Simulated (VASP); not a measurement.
**Nb: single point with BLYP**

Crystal: Nb.

```xyz
2
Lattice="2.8163 0.0000 0.0000 -1.4082 2.4390 0.0000 0.0000 0.0000 5.2085" Properties=species:S:1:pos:R:3 pbc="T T T"
Nb    0.0000    1.6260    1.3021
Nb    1.4082    0.8130    3.9064
```

This cell differs from its parent crystal: volume scaled by 0.92.

```json
{
  "Program": "VASP 6.6.1",
  "Task": "single point",
  "Functional": "BLYP",
  "Potentials or basis": "VASP PAW PBE potentials, release 64 (Nb_sv)",
  "Cutoff": "520 eV",
  "k mesh": "14 × 14 × 7",
  "Occupations": "fermi-dirac, width 0.1 eV",
  "Spin": "no spin polarisation"
}
```

```json
{
 "Pressure": "14.2 GPa",
 "Band gap on the k mesh": "zero (band 13 reaches 13.96 eV, above the bottom of band 14 at 11.50 eV)"
}
```

Stress tensor (GPa, compression positive):
```
14.63  0.00  0.00
 0.00 14.63  0.00
 0.00  0.00 13.39
```

Levels at points of the mesh, in eV from the Fermi level:
| k point | band 9 | band 10 | band 11 | band 12 | band 13 | band 14 | band 15 | band 16 | band 17 | band 18 |
| --- | --- | --- | --- | --- | --- | --- | --- | --- | --- | --- |
| (0.00, 0.00, 0.00) | -6.11 | -3.97 | -1.24 | 0.26 | 0.26 | 0.69 | 0.69 | 0.69 | 2.67 | 2.67 |
| (0.50, 0.00, 0.00) | -3.83 | -3.42 | -3.42 | -0.65 | 0.31 | 0.52 | 0.75 | 4.50 | 5.73 | 5.94 |

Run time: 53 s on 1 thread of Intel(R) Xeon(R) Platinum 8488C (Sapphire Rapids), on a shared host, peak memory 0.19 GiB.

Caveat: the PAW data sets were made with another functional, which shifts forces and pressure a little.
